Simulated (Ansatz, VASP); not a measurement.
Cu in VASP and in Ansatz

```
Cu
1.0
     0.00000    2.89018   -2.72001
    -2.89018    0.00000    2.72001
     2.89018    0.00000    2.72001
Cu
4
Cartesian
  0.0000 0.0000 0.0000
  -1.4451 1.4451 1.3600
  0.0000 0.0000 2.7200
  1.4451 1.4451 1.3600
```

Alike in both runs: task single point; functional PBEsol; k mesh 12 × 12 × 12; occupations gaussian, width 0.15 eV; no spin polarisation.

```csv
,VASP,Ansatz
version,VASP 6.6.1,Ansatz 0.2.0
potentials or method,"VASP PAW PBE potentials, release 64 (Cu), cutoff 520 eV","scalar-relativistic, plane waves, PAW"
valence electrons in the cell,44,76
```

Ansatz gave:

* gap on the k mesh at the Fermi level (eV): none
* pressure (GPa): 0.0
* traceless stress, the component that is largest in VASP (GPa): 0.11

Task: Which values does VASP return?

Result: gap on the k mesh at the Fermi level (eV): none; pressure (GPa): 2.2; traceless stress, the component that is largest in VASP (GPa): 0.11.

VASP's potentials were made for PBE, not for PBEsol. A gap of «none» marks a metal or a gap that the smearing closes. VASP's potentials hold 44 valence electrons a cell and Ansatz's 76, so a difference there can come from the potentials and not from the codes.
